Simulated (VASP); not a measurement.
# AlGa3Sb2 (P6/mmm) in VASP: a series of runs, part 2 of 2

VASP 6.6.1. The steps go on from the part before.

### Step 3. Single point, PBE

This run uses another cell than the first one, of 23.71 Å³/atom, 1.027 times its volume.

Contents of INCAR:

```
PREC     = Accurate       # precision mode
ENCUT    = 520            # plane-wave cutoff, eV
EDIFF    = 1E-6           # SCF threshold, eV
ISMEAR   = 0              # smearing method
SIGMA    = 0.1            # smearing width, eV
LREAL    = F              # projectors in reciprocal space
LASPH    = T              # aspherical terms in the spheres
NELM     = 60             # most SCF steps
ALGO     = Fast           # electronic algorithm
ISIF     = 2              # what is computed and relaxed
LWAVE    = F              # write WAVECAR
LCHARG   = F              # write CHGCAR
GGA      = PE             # functional
NBANDS   = 35             # bands
```

Contents of KPOINTS:

```
regular mesh
0
Gamma
  3 3 4
```

Contents of POSCAR:

```
AlGa3Sb2
1.0
    5.9959980700      0.0000000000      0.0000000000
   -2.9979990400      5.1926866500      0.0000000000
    0.0000000000      0.0000000000      4.5693545800
Al Ga Sb
1 3 2
Direct
    0.0000000000      0.0000000000      0.0000000000
    0.3333333300      0.6666666700      0.0000000000
    0.6666666700      0.3333333300      0.0000000000
    0.0000000000      0.0000000000      0.5000000000
    0.3333333300      0.6666666700      0.5000000000
    0.6666666700      0.3333333300      0.5000000000
```

Potentials or basis: VASP PAW PBE potentials, release 64 (Al, Ga_d, Sb).

Launch:

```
cat potpaw_PBE.64/Al/POTCAR potpaw_PBE.64/Ga_d/POTCAR potpaw_PBE.64/Sb/POTCAR > POTCAR
mpirun -np 1 vasp_std > vasp.out
```

OUTCAR:

```text
PREC = Accurate
   ENCUT = 520
   EDIFF = 1E-6
   ISMEAR = 0
   LREAL = F
   LASPH = T
   NELM = 60
   ISIF = 2
   GGA = PE

 ion  position               nearest neighbor table
   1  0.000  0.000  0.000-   4 2.28   4 2.28
   2  0.333  0.667  0.000-   5 2.28   5 2.28
   3  0.667  0.333  0.000-   6 2.28   6 2.28
   4  0.000  0.000  0.500-   1 2.28   1 2.28
   5  0.333  0.667  0.500-   2 2.28   2 2.28   6 3.46   6 3.46   6 3.46
   6  0.667  0.333  0.500-   3 2.28   3 2.28   5 3.46   5 3.46   5 3.46

  LATTYP: Found a hexagonal cell.
 ALAT       =     5.9959980700
 C/A-ratio  =     0.7620673867

  Lattice vectors:

 A1 = (   5.9959980700,   0.0000000000,   0.0000000000)
 A2 = (  -2.9979990400,   5.1926866500,   0.0000000000)
 A3 = (   0.0000000000,   0.0000000000,   4.5693545800)

Analysis of symmetry for initial positions (statically):
=====================================================================
 Subroutine PRICEL returns:
 Original cell was already a primitive cell.

 Routine SETGRP: Setting up the symmetry group for a
 hexagonal supercell.

 Subroutine GETGRP returns: Found 24 space group operations
 (whereof 24 operations were pure point group operations)
 out of a pool of 24 trial point group operations.

The static configuration has the point symmetry D_6h.

Analysis of symmetry for dynamics (positions and initial velocities):
=====================================================================
 Subroutine PRICEL returns:
 Original cell was already a primitive cell.

 Routine SETGRP: Setting up the symmetry group for a
 hexagonal supercell.

 Subroutine GETGRP returns: Found 24 space group operations
 (whereof 24 operations were pure point group operations)
 out of a pool of 24 trial point group operations.

The dynamic configuration has the point symmetry D_6h.

 Subroutine INISYM returns: Found 24 space group operations
[... 110 lines left out ...]
  volume/ion in A,a.u.               =      23.71       160.01
  Fermi-wavevector in a.u.,A,eV,Ry     =   1.170505  2.211933 18.641084  1.370081
  Thomas-Fermi vector in A             =   2.306962
   LORBIT       =      0    0 simple, 1 ext, 2 COOP (PROOUT), +10 PAW based schemes
   GGA     = PE    functional components
   LHFCALC =     F    Hartree Fock is set to
   AEXX    =    0.0000 exact exchange contribution
   IVDW    =     0    specifies the selected vdW correction
   LEPSILON=     F    determine dielectric tensor
   LRPA    =     F    only Hartree local field effects (RPA)
 non-spin polarized calculation
 RMM-DIIS sequential band-by-band and
 Gauss-broadening in eV      SIGMA  =   0.10
  energy-cutoff  :      520.00
  volume of cell :      142.27
 maximum number of plane-waves:      3861
 NGX is ok and might be reduce to    48
   NGX = 23   NGY = 23   NGZ = 17

 number of electron      52.0000032 magnetization

 Free energy of the ion-electron system (eV)
  ---------------------------------------------------
  ext. energy  EPLUGINS =         0.00000000
  ---------------------------------------------------
  free energy    TOTEN  =       -14.89740636 eV

  energy without entropy =      -14.88781098  energy(sigma->0) =      -14.89260867

 E-fermi :   6.0096     XC(G=0):  -9.9021

 val. band max:        5.6720906914   @ k =   0.3333   0.0000   0.2500
 cond. band min:       6.0468767329   @ k =   0.3333   0.0000   0.5000
 fundamental gap:      0.3747860415
 Fermi energy:         6.0095549348

 k-point     1 :       0.0000    0.0000    0.0000
  band No.  band energies     occupation
      1     -10.0927      2.00000
      2     -10.0385      2.00000
      3      -9.7071      2.00000
      4      -9.7071      2.00000
      5      -9.6898      2.00000
      6      -9.6898      2.00000
[... 331 lines left out ...]
     34      11.9255      0.00000
     35      12.0777      0.00000

------------------------ aborting loop because EDIFF is reached ----------------------------------------

  FORCE on cell =-STRESS in cart. coord.  units (eV):
  Direction    XX          YY          ZZ          XY          YZ          ZX
  --------------------------------------------------------------------------------------
  -------------------------------------------------------------------------------------
  Total       -3.2572506     -3.2572506     40.2602844      0.0000000      0.0000000      0.0000000
  in kB      -36.6820247    -36.6820247    453.3973319      0.0000000      0.0000000      0.0000000
  external PRESSURE =     126.6777608 kB  Pullay stress =       0.0000000 kB

 VOLUME and BASIS-vectors are now :
 -----------------------------------------------------------------------------
  energy-cutoff  :      520.00
  volume of cell :      142.27
      direct lattice vectors                 reciprocal lattice vectors
     5.995998070  0.000000000  0.000000000     0.166777906  0.096289269  0.000000000
    -2.997999040  5.192686650  0.000000000     0.000000000  0.192578537  0.000000000
     0.000000000  0.000000000  4.569354580     0.000000000  0.000000000  0.218849289

 POSITION                                       TOTAL-FORCE (eV/Angst)
 -----------------------------------------------------------------------------------
      0.00000      0.00000      0.00000         0.000000      0.000000     -0.000000
     -0.00000      3.46179      0.00000        -0.000000      0.000000      0.000000
      2.99800      1.73090      0.00000         0.000000      0.000000     -0.000000
      0.00000      0.00000      2.28468         0.000000      0.000000     -0.000000
     -0.00000      3.46179      2.28468         0.000000      0.000000     -0.000000
      2.99800      1.73090      2.28468        -0.000000      0.000000     -0.000000
 -----------------------------------------------------------------------------------
    total drift:                               -0.000000      0.000000     -0.000000

  FREE ENERGIE OF THE ION-ELECTRON SYSTEM (eV)
  ---------------------------------------------------
  free  energy   TOTEN  =       -14.8974063605 eV

  energy  without entropy=      -14.8878109806  energy(sigma->0) =      -14.89260867
```

Wall time 31 s (1 thread of Intel Xeon Platinum 8559C (Emerald Rapids), shared host); peak memory 0.29 GiB.

What came out:

```yaml
Free_energy: -14.8974 eV
Pressure: 12.7 GPa
Band_gap_on_the_k_mesh: zero (band 26 reaches 6.46 eV, above the bottom of band 27 at 4.99 eV)
```

Stress tensor (GPa, compression positive):
```
-3.67  0.00  0.00
 0.00 -3.67  0.00
 0.00  0.00 45.34
```

Caveat: the k points lie up to 0.40 Å⁻¹ apart; spin-orbit coupling is left out, which moves the levels of the heavy elements.

### Step 4. Single point, PBE

This run uses another cell than the first one, of 22.54 Å³/atom, 0.976 times its volume.

Contents of INCAR:

```
SYSTEM = AlGa3Sb2
PREC = Accurate
ENCUT = 520
EDIFF = 1E-6
ISMEAR = 0
SIGMA = 0.1
LREAL = .False.
LASPH = .True.
NELM = 100
ALGO = Normal
ISIF = 2
LWAVE = .False.
LCHARG = .False.
GGA = PE
NBANDS = 35
```

Contents of KPOINTS:

```
regular mesh
0
Gamma
  6 6 4
  0 0 0
```

Contents of POSCAR:

```
AlGa3Sb2
1.0
    5.2672734375      0.0000000000      0.0000000000
   -2.6336367187      4.5615926055      0.0000000000
    0.0000000000      0.0000000000      5.6278376872
Al Ga Sb
1 3 2
Direct
    0.0000000000      0.0000000000      0.0000000000
    0.3333333333      0.6666666667      0.0000000000
    0.6666666667      0.3333333333      0.0000000000
    0.0000000000      0.0000000000      0.5000000000
    0.3333333333      0.6666666667      0.5000000000
    0.6666666667      0.3333333333      0.5000000000
```

Launch:

```
cat potpaw_PBE.64/Al/POTCAR potpaw_PBE.64/Ga_d/POTCAR potpaw_PBE.64/Sb/POTCAR > POTCAR
mpirun -np 1 vasp_std > vasp.out
```

Run time: 44 s. Hardware: 1 thread of Intel Xeon Platinum 8559C (Emerald Rapids), shared host; peak memory 0.29 GiB.

The run converged. Its results:

```
Free energy            : -20.0021 eV
Pressure               : 0.0 GPa
Band gap on the k mesh : zero (band 26 reaches 7.45 eV, above the bottom of band 27 at 4.85 eV)
```

Stress tensor (GPa, compression positive):
```
-0.05  0.00  0.00
 0.00 -0.05  0.00
 0.00  0.00  0.03
```

Levels at points of the mesh, in eV from the Fermi level:
```tsv
k point	band 23	band 24	band 25	band 26	band 27	band 28	band 29	band 30
(0.00, 0.00, 0.00)	-2.47	-2.47	-1.27	-1.18	0.37	0.52	0.52	0.67
(0.50, 0.00, 0.00)	-3.06	-1.53	-1.14	-0.87	0.47	0.83	2.07	3.01
(0.00, 0.00, 0.50)	-2.25	-1.98	-1.98	-0.63	-0.63	-0.37	-0.28	-0.28
(0.50, 0.00, 0.50)	-2.30	0.60	0.75	1.10	1.46	2.33	2.52	2.96
```

Caveat: spin-orbit coupling is left out, which moves the levels of the heavy elements.

### Step 5. The runs side by side

```csv
cell,k mesh,gap on the mesh (eV),pressure (GPa)
"a = 5.328, b = 5.328, c = 5.636 Å, angles 90.0, 90.0, 120.0°, 6 atoms",3 × 3 × 4,none,0.3
"a = 5.996, b = 5.996, c = 4.569 Å, angles 90.0, 90.0, 120.0°, 6 atoms",3 × 3 × 4,none,12.7
"a = 5.267, b = 5.267, c = 5.628 Å, angles 90.0, 90.0, 120.0°, 6 atoms",6 × 6 × 4,none,0.0
```

Alike in all rows: task single point; level PBE; potentials or basis VASP PAW PBE potentials, release 64 (Al, Ga_d, Sb); no spin polarisation; cutoff (eV) 520; smearing gaussian 0.1 eV.

Caveats: some runs use coarse meshes; spin-orbit coupling is left out, which moves the levels of the heavy elements.

Total energies depend on the potentials used, so only differences within one code and one set of settings carry meaning.
